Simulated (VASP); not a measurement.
GaS3:

```xyz
4
Lattice="4.6596 0.0000 0.0000 0.0000 4.6596 0.0000 0.0000 0.0000 3.0917" Properties=species:S:1:pos:R:3 pbc="T T T"
Ga    0.0000    0.0000    0.0000
S     0.0000    2.3298    1.5458
S     2.3298    0.0000    1.5458
S     2.3298    2.3298    0.0000
```

```yaml
Program: VASP 6.6.1
Task: relaxation of cell and atoms
Functional: PBE
Potentials_or_basis: VASP PAW PBE potentials, release 64 (Ga_d, S)
Cutoff: 600 eV
k_mesh: 4 × 4 × 6
Occupations: gaussian, width 0.1 eV
Spin: no spin polarisation
```

At the start: pressure -0.4 GPa; volume 16.78 Å³/atom.

Question: Where does the relaxation end?

Answer: Over 6 steps the energy falls by 21.5 meV/atom and the volume is 16.68 Å³/atom (-0.6 %); space group P4/mmm (No. 123, to 0.1 Å) before and after.

Step by step:
| step | energy change (eV) | largest force (eV/Å) | pressure (GPa) | volume (Å³) |
| --- | --- | --- | --- | --- |
| 1 | 0.0000 | 0.0000 | -0.37 | 67.12 |
| 2 | -0.0602 | 0.0000 | -0.03 | 66.72 |
| 3 | -0.0675 | 0.0000 | 0.85 | 65.92 |
| 4 | -0.0856 | 0.0000 | 0.32 | 66.34 |
| 5 | -0.0857 | 0.0000 | 0.35 | 66.30 |
| 6 | -0.0860 | 0.0000 | -0.10 | 66.71 |

Final structure:
```yaml
crystal:
  lattice:
    - [4.53976, 0.00000, 0.00000]
    - [0.00000, 4.53976, 0.00000]
    - [0.00000, 0.00000, 3.23689]
  atoms:
    - { symbol: Ga, position: [0.00000, 0.00000, 0.00000] }
    - { symbol: S, position: [0.00000, 0.50000, 0.50000] }
    - { symbol: S, position: [0.50000, 0.00000, 0.50000] }
    - { symbol: S, position: [0.50000, 0.50000, 0.00000] }
```
